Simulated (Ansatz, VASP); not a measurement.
One calculation of MgSe, two programs

The input INCAR:

```
SYSTEM = MgSe
PREC = Accurate ; ENCUT = 600
EDIFF = 1E-6 ; ISMEAR = 0
SIGMA = 0.02 ; LREAL = .FALSE.
LASPH = .TRUE. ; NELM = 120
ALGO = Normal ; ISIF = 2
LWAVE = .FALSE. ; LCHARG = .FALSE.
NBANDS = 11 ; GGA_COMPAT = .FALSE.
```

KPOINTS

```
Automatic mesh
0
G
  10 10 10
  0 0 0
```

File POSCAR:

```
MgSe
1.0
    0.0000000000      2.6958605978      2.6958605978
    2.6958605978      0.0000000000      2.6958605978
    2.6958605978      2.6958605978      0.0000000000
Mg Se
1 1
Direct
    0.0000000000      0.0000000000      0.0000000000
    0.5000000000      0.5000000000      0.5000000000
```

Input for Ansatz:

```yaml
crystal:
  lattice:
    - [0.0, 2.6958605978, 2.6958605978]
    - [2.6958605978, 0.0, 2.6958605978]
    - [2.6958605978, 2.6958605978, 0.0]
  atoms:
    - { symbol: Mg, position: [0.0, 0.0, 0.0] }
    - { symbol: Se, position: [0.5, 0.5, 0.5] }
basis:
  ecutwfc: 420
kpoints:
  mp_grid: { grid: [10, 10, 10] }
  band_path:
    path:
      - [[0.0, 0.0, 0.0], [0.5, 0.0, 0.5], [0.625, 0.25, 0.625]]
      - [[0.375, 0.375, 0.75], [0.0, 0.0, 0.0], [0.5, 0.5, 0.5], [0.5, 0.25, 0.75], [0.5, 0.0, 0.5]]
    npoints: 10
hamiltonian:
  xc: lda
  pseudopotentials: { kind: paw, azcp: { folder: soft_1 } }
scf:
  occupations: { method: gaussian, width: 0.02 }
  n_extra_bands: 7
output:
  forces: true
  stress: true
  eigenvalues: true
```

Alike in both runs: task single point; functional LDA; k mesh 10 × 10 × 10; occupations gaussian, width 0.02 eV; no spin polarisation.

|  | VASP | Ansatz |
| --- | --- | --- |
| version | VASP 6.6.1 | Ansatz 0.2.0 |
| potentials or method | VASP PAW LDA potentials, release 64 (Mg, Se), cutoff 600 eV | scalar-relativistic, plane waves, PAW |
| valence electrons in the cell | 8 | 26 |

Ansatz gave:

- gap on the k mesh at the Fermi level (eV): 1.72
- least direct gap on the mesh (eV): 2.60
- pressure (GPa): 0.0

**Question.** What did VASP give for the same quantities?

**Answer.** gap on the k mesh at the Fermi level (eV): 1.70; least direct gap on the mesh (eV): 2.62; pressure (GPa): -0.3.

Ansatz warns that its potentials were made for another functional, while VASP's fit it. LDA's correlation is that of Perdew and Zunger in VASP and of Perdew and Wang (1992) in Ansatz. VASP's potentials hold 8 valence electrons a cell and Ansatz's 26, so a difference there can come from the potentials and not from the codes.
